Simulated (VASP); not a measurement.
# Ni (Fm-3m) in VASP: a series of runs

Runs on Ni. Level: PBE. Tasks: single point.

Everything below comes from runs of VASP 6.6.1. Logs are shortened: lines on timing, memory, paths and dates and some standing lists are left out, and cuts for length are marked.

### Step 1. The cell of the first run

It takes space group Fm-3m (No. 225, cubic). Conventional cell: a = 3.535 Å, b = 3.535 Å, c = 3.535 Å, α = 90.00°, β = 90.00°, γ = 90.00°. Within 3.3 Å of Ni (site symmetry m-3m) lie 12 Ni at 2.50 Å.

### Step 2. Single point, PBE, collinear spin, ferromagnetic start

File INCAR:

```
SYSTEM = Ni
PREC = Accurate
ENCUT = 520
EDIFF = 1E-6
ISMEAR = -1
SIGMA = 0.05
LREAL = .FALSE.
LASPH = .TRUE.
NELM = 150
ALGO = Normal
ISIF = 2
LWAVE = .FALSE.
LCHARG = .FALSE.
ISPIN = 2
MAGMOM = 0.25
LORBIT = 11
NUPDOWN = 0.25
LMAXMIX = 4
GGA = PE
NBANDS = 15
```

File KPOINTS:

```
regular mesh
0
G
  12 12 12
  0 0 0
```

File POSCAR:

```
Ni
1.0
    0.0000000000      1.7673500000      1.7673500000
    1.7673500000      0.0000000000      1.7673500000
    1.7673500000      1.7673500000      0.0000000000
Ni
1
Direct
    0.0000000000      0.0000000000      0.0000000000
```

Potentials or basis: VASP PAW PBE potentials, release 64 (Ni).

Run with:

```bash
$ cat potpaw_PBE.64/Ni/POTCAR > POTCAR
$ mpirun -np 1 vasp_std > vasp.out
```

OUTCAR:

```text
SYSTEM = Ni
   PREC = Accurate
   ENCUT = 520
   EDIFF = 1E-6
   ISMEAR = -1
   LREAL = .FALSE.
   LASPH = .TRUE.
   NELM = 150
   ISIF = 2
   ISPIN = 2
   LORBIT = 11
   NUPDOWN = 0.25
   GGA = PE

 ion  position               nearest neighbor table
   1  0.000  0.000  0.000-

  LATTYP: Found a face centered cubic cell.
 ALAT       =     3.5347000000

  Lattice vectors:

 A1 = (   0.0000000000,   1.7673500000,   1.7673500000)
 A2 = (   1.7673500000,   0.0000000000,   1.7673500000)
 A3 = (   1.7673500000,   1.7673500000,   0.0000000000)

Analysis of symmetry for initial positions (statically):
=====================================================================
 Subroutine PRICEL returns:
 Original cell was already a primitive cell.

 Routine SETGRP: Setting up the symmetry group for a
 face centered cubic supercell.

 Subroutine GETGRP returns: Found 48 space group operations
 (whereof 48 operations were pure point group operations)
 out of a pool of 48 trial point group operations.

The static configuration has the point symmetry O_h .

Analysis of symmetry for dynamics (positions and initial velocities):
=====================================================================
 Subroutine PRICEL returns:
 Original cell was already a primitive cell.

 Routine SETGRP: Setting up the symmetry group for a
 face centered cubic supercell.

 Subroutine GETGRP returns: Found 48 space group operations
 (whereof 48 operations were pure point group operations)
 out of a pool of 48 trial point group operations.

The dynamic configuration has the point symmetry O_h .

Analysis of structural, dynamic, and magnetic symmetry:
=====================================================================
 Subroutine PRICEL returns:
 Original cell was already a primitive cell.

 Routine SETGRP: Setting up the symmetry group for a
 face centered cubic supercell.

 Subroutine GETGRP returns: Found 48 space group operations
 (whereof 48 operations were pure point group operations)
 out of a pool of 48 trial point group operations.

The overall configuration has the point symmetry O_h .

 Subroutine INISYM returns: Found 48 space group operations
 (whereof 48 operations are pure point group operations),
 and found     1 'primitive' translations

----------------------------------------------------------------------------------------

                                     Primitive cell

  volume of cell :      11.0407

  direct lattice vectors                    reciprocal lattice vectors
     0.000000000  1.767350000  1.767350000    -0.282909441  0.282909441  0.282909441
     1.767350000  0.000000000  1.767350000     0.282909441 -0.282909441  0.282909441
     1.767350000  1.767350000  0.000000000     0.282909441  0.282909441 -0.282909441

  length of vectors
     2.499410339  2.499410339  2.499410339     0.490013525  0.490013525  0.490013525

  position of ions in fractional coordinates (direct lattice)
     0.000000000  0.000000000  0.000000000

  ion indices of the primitive-cell ions
   primitive index   ion index
                 1           1

----------------------------------------------------------------------------------------

 KPOINTS: regular mesh

Automatic generation of k-mesh.
 Grid dimensions read from file:
 generate k-points for:   12   12   12

 Generating k-lattice:

  Cartesian coordinates                     Fractional coordinates (reciprocal lattice)
    -0.023575787  0.023575787  0.023575787     0.083333333  0.000000000  0.000000000
     0.023575787 -0.023575787  0.023575787     0.000000000  0.083333333  0.000000000
     0.023575787  0.023575787 -0.023575787     0.000000000  0.000000000  0.083333333

  Length of vectors
     0.040834460  0.040834460  0.040834460

  Shift w.r.t. Gamma in fractional coordinates (k-lattice)
     0.000000000  0.000000000  0.000000000

 Subroutine IBZKPT returns following result:
 ===========================================

 Found     72 irreducible k-points:

 Following reciprocal coordinates:
            Coordinates               Weight
  0.000000  0.000000  0.000000      1.000000
  0.083333  0.000000  0.000000      8.000000
  0.166667  0.000000  0.000000      8.000000
  0.250000  0.000000  0.000000      8.000000
  0.333333  0.000000  0.000000      8.000000
  0.416667  0.000000  0.000000      8.000000
[... 16 lines left out ...]
  0.500000  0.166667  0.000000     24.000000
 -0.416667  0.166667  0.000000     24.000000
 [... further k-points ...]
   k-points           NKPTS =     72   k-points in BZ     NKDIM =     72   number of bands    NBANDS=     15
   number of dos      NEDOS =    301   number of ions     NIONS =      1
   total plane-waves  NPLWV =   8000
   dimension x,y,z NGX =    20 NGY =   20 NGZ =   20
   dimension x,y,z NGXF=    40 NGYF=   40 NGZF=   40
   ions per type =               1
   NGX,Y,Z   is equivalent  to a cutoff of  13.30, 13.30, 13.30 a.u.
   NGXF,Y,Z  is equivalent  to a cutoff of  26.61, 26.61, 26.61 a.u.
 SYSTEM =  Ni
   PREC   = accura    normal or accurate (medium, high low for compatibility)
   ISTART =      0    job   : 0-new  1-cont  2-samecut
   ICHARG =      2    charge: 1-file 2-atom 10-const
   ISPIN  =      2    spin polarized calculation?
   LNONCOLLINEAR =      F non collinear calculations
   LSORBIT =      F    spin-orbit coupling
   LASPH  =      T    aspherical Exc in radial PAW
   ENCUT  =  520.0 eV  38.22 Ry    6.18 a.u.   4.65  4.65  4.65*2*pi/ulx,y,z
   NELM   =    150;   NELMIN=  2; NELMDL= -5     # of ELM steps
   EDIFF  = 0.1E-05   stopping-criterion for ELM
   LREAL  =      F    real-space projection
[... 7 lines left out ...]
   TEBEG  =    0.0;   TEEND  =   0.0 temperature during run
   PSTRESS=    0.0 pullay stress
   NELECT =      10.0000    total number of electrons
   NUPDOWN=       0.2500    fix difference up-down
   EMIN   =  10.00;   EMAX   =-10.00  energy-range for DOS
   EFERMI =   0.00;   METHOD = LEGACY
   ISMEAR =    -1;   SIGMA  =   0.05  broadening in eV -4-tet -1-fermi 0-gaus
   EFERMI_NEDOS =   21; number of points for ismear=-14 and -15
   IALGO  =     38    algorithm
   IMIX   =      4    mixing-type and parameters
     AMIX     =   0.40;   BMIX     =  1.00
     AMIX_MAG =   1.60;   BMIX_MAG =  1.00
  volume/ion in A,a.u.               =      11.04        74.51
  Fermi-wavevector in a.u.,A,eV,Ry     =   1.583953  2.993237 34.135750  2.508907
  Thomas-Fermi vector in A             =   2.683645
   LORBIT       =     11    0 simple, 1 ext, 2 COOP (PROOUT), +10 PAW based schemes
   GGA     = PE    functional components
   LHFCALC =     F    Hartree Fock is set to
   AEXX    =    0.0000 exact exchange contribution
   IVDW    =     0    specifies the selected vdW correction
   LEPSILON=     F    determine dielectric tensor
   LRPA    =     F    only Hartree local field effects (RPA)
 spin polarized calculation
  energy-cutoff  :      520.00
  volume of cell :       11.04
 maximum number of plane-waves:       310
   NGX =  9   NGY =  9   NGZ =  9

 number of electron      10.0000010 magnetization       0.2500001

 Free energy of the ion-electron system (eV)
  ---------------------------------------------------
  ext. energy  EPLUGINS =         0.00000000
  ---------------------------------------------------
  free energy    TOTEN  =        -5.44226589 eV

  energy without entropy =       -5.41764597  energy(sigma->0) =       -5.42995593

 E-fermi :   9.0734     XC(G=0): -13.1667

 val. band max:        9.0691758131   @ k =   0.5000   0.5000   0.0000
 cond. band min:       8.8967402603   @ k =   0.5000   0.0000   0.0000
 fundamental gap:     -0.1724355527
 Fermi energy:         8.8945509712

 spin component 1

 k-point     1 :       0.0000    0.0000    0.0000
  band No.  band energies     occupation
      1       0.2610      1.00000
      2       7.0124      1.00000
      3       7.0124      1.00000
      4       7.0124      1.00000
      5       8.1340      1.00000
      6       8.1340      1.00000
      7      32.7309      0.00000
      8      36.5212      0.00000
      9      36.5212      0.00000
     10      36.5212      0.00000
     11      39.4488      0.00000
     12      39.4488      0.00000
     13      39.4488      0.00000
     14      42.3733      0.00000
     15      48.6016      0.00000

 k-point     2 :       0.0833    0.0000    0.0000
  band No.  band energies     occupation
      1       0.5290      1.00000
      2       6.9433      1.00000
      3       7.0705      1.00000
      4       7.0705      1.00000
      5       8.1103      1.00000
      6       8.1103      1.00000
      7      31.6258      0.00000
      8      34.2339      0.00000
      9      35.9484      0.00000
     10      35.9484      0.00000
     11      40.3163      0.00000
     12      40.3163      0.00000
     13      40.6253      0.00000
     14      44.6759      0.00000
     15      46.5051      0.00000
[... 365 lines left out ...]
      3       7.0678      1.00000
      4       7.4129      1.00000
      5       8.8348      0.76754
      6      10.9277      0.00000
      7      15.9903      0.00000
      8      26.7676      0.00000
      9      29.3937      0.00000
     10      31.4357      0.00000
     11      41.6986      0.00000
     12      41.7831      0.00000
     13      45.9533      0.00000
     14      48.4769      0.00000
     15      55.6096      0.00000

 k-point    24 :      -0.4167    0.1667    0.0000
  band No.  band energies     occupation
      1       5.1125      1.00000
      2       6.5763      1.00000
      3       7.1528      1.00000
      4       7.3720      1.00000
      5       8.6788      0.98680
      6      11.4315      0.00000
      7      15.3408      0.00000
      8      25.7859      0.00000
      9      30.5040      0.00000
     10      31.7202      0.00000
     11      40.8099      0.00000
     12      41.2978      0.00000
     13      48.1895      0.00000
     14      50.8817      0.00000
     15      52.0775      0.00000

 [... further k-points ...]

 spin component 2

 k-point     1 :       0.0000    0.0000    0.0000
  band No.  band energies     occupation
      1       0.2268      1.00000
      2       7.3345      1.00000
      3       7.3345      1.00000
      4       7.3345      1.00000
      5       8.3576      1.00000
      6       8.3576      1.00000
      7      32.6392      0.00000
      8      36.4923      0.00000
      9      36.4923      0.00000
     10      36.4923      0.00000
     11      39.4757      0.00000
     12      39.4757      0.00000
     13      39.4757      0.00000
     14      42.3006      0.00000
     15      48.6734      0.00000

 k-point     2 :       0.0833    0.0000    0.0000
  band No.  band energies     occupation
      1       0.4950      1.00000
      2       7.2613      1.00000
      3       7.3934      1.00000
      4       7.3934      1.00000
      5       8.3335      1.00000
      6       8.3335      1.00000
      7      31.5846      0.00000
      8      34.1871      0.00000
      9      35.9384      0.00000
     10      35.9384      0.00000
     11      40.3194      0.00000
     12      40.3194      0.00000
     13      40.5949      0.00000
     14      44.6382      0.00000
     15      46.5597      0.00000
[... 365 lines left out ...]
      3       7.3151      1.00000
      4       7.6661      1.00000
      5       9.1507      0.17575
      6      11.0689      0.00000
      7      16.1079      0.00000
      8      26.7696      0.00000
      9      29.4056      0.00000
     10      31.4312      0.00000
     11      41.6914      0.00000
     12      41.7509      0.00000
     13      45.9552      0.00000
     14      48.5311      0.00000
     15      56.1130      0.00000

 k-point    24 :      -0.4167    0.1667    0.0000
  band No.  band energies     occupation
      1       5.3042      1.00000
      2       6.7465      1.00000
      3       7.3796      1.00000
      4       7.6172      1.00000
      5       8.9989      0.81618
      6      11.5488      0.00000
      7      15.4804      0.00000
      8      25.7970      0.00000
      9      30.5168      0.00000
     10      31.7013      0.00000
     11      40.8075      0.00000
     12      41.2654      0.00000
     13      48.2096      0.00000
     14      50.9145      0.00000
     15      52.0927      0.00000

 [... further k-points ...]

------------------------ aborting loop because EDIFF is reached ----------------------------------------

  FORCE on cell =-STRESS in cart. coord.  units (eV):
  Direction    XX          YY          ZZ          XY          YZ          ZX
  --------------------------------------------------------------------------------------
  -------------------------------------------------------------------------------------
  Total       -0.2504874     -0.2504874     -0.2504874      0.0000000      0.0000000      0.0000000
  in kB      -36.3495241    -36.3495241    -36.3495241      0.0000000      0.0000000      0.0000000
  external PRESSURE =     -36.3495241 kB  Pullay stress =       0.0000000 kB

 VOLUME and BASIS-vectors are now :
 -----------------------------------------------------------------------------
  energy-cutoff  :      520.00
  volume of cell :       11.04
      direct lattice vectors                 reciprocal lattice vectors
     0.000000000  1.767350000  1.767350000    -0.282909441  0.282909441  0.282909441
     1.767350000  0.000000000  1.767350000     0.282909441 -0.282909441  0.282909441
     1.767350000  1.767350000  0.000000000     0.282909441  0.282909441 -0.282909441

 POSITION                                       TOTAL-FORCE (eV/Angst)
 -----------------------------------------------------------------------------------
      0.00000      0.00000      0.00000        -0.000000     -0.000000     -0.000000
 -----------------------------------------------------------------------------------
    total drift:                                0.000000      0.000000      0.000000

  FREE ENERGIE OF THE ION-ELECTRON SYSTEM (eV)
  ---------------------------------------------------
  free  energy   TOTEN  =        -5.4422658886 eV

  energy  without entropy=       -5.4176459681  energy(sigma->0) =       -5.42995593

 total charge

# of ion       s       p       d       tot
------------------------------------------
    1        0.487   0.480   8.319   9.287

 magnetization (x)

# of ion       s       p       d       tot
------------------------------------------
    1       -0.005  -0.015   0.279   0.259
```

Run time: 11 s. Hardware: 1 thread of Intel Xeon 6975P-C (Granite Rapids), shared host; peak memory 0.14 GiB.

Results:

- Free energy: -5.4423 eV
- Pressure: -3.6 GPa
- Net moment: 0.25 μB per cell
- Site moments: Ni +0.26 μB
- Valence electrons inside the program's atomic spheres: Ni 9.29

Caveat: the cell stands under tension; the total moment is fixed, so each spin has its own Fermi level.

### Step 3. Single point, PBE, collinear spin, ferromagnetic start

INCAR, as its differences from that of step 2:

```diff
@@ -14,5 +14,5 @@
 ISPIN = 2
-MAGMOM = 0.25
+MAGMOM = 0.75
 LORBIT = 11
-NUPDOWN = 0.25
+NUPDOWN = 0.75
 LMAXMIX = 4
```

KPOINTS is that of step 2.

POSCAR is that of step 2.

Potentials or basis: VASP PAW PBE potentials, release 64 (Ni).

Run with:

```bash
$ cat potpaw_PBE.64/Ni/POTCAR > POTCAR
$ mpirun -np 1 vasp_std > vasp.out
```

Wall time 11 s (1 thread of Intel Xeon 6975P-C (Granite Rapids), shared host); peak memory 0.14 GiB.

It converged, with:

```yaml
Free_energy: -5.4705 eV
Pressure: -1.7 GPa
Net_moment: 0.75 μB per cell
Site_moments: Ni +0.76 μB
Valence_electrons_inside_the_program's_atomic_spheres: Ni 9.28
```

Caveat: the total moment is fixed, so each spin has its own Fermi level.
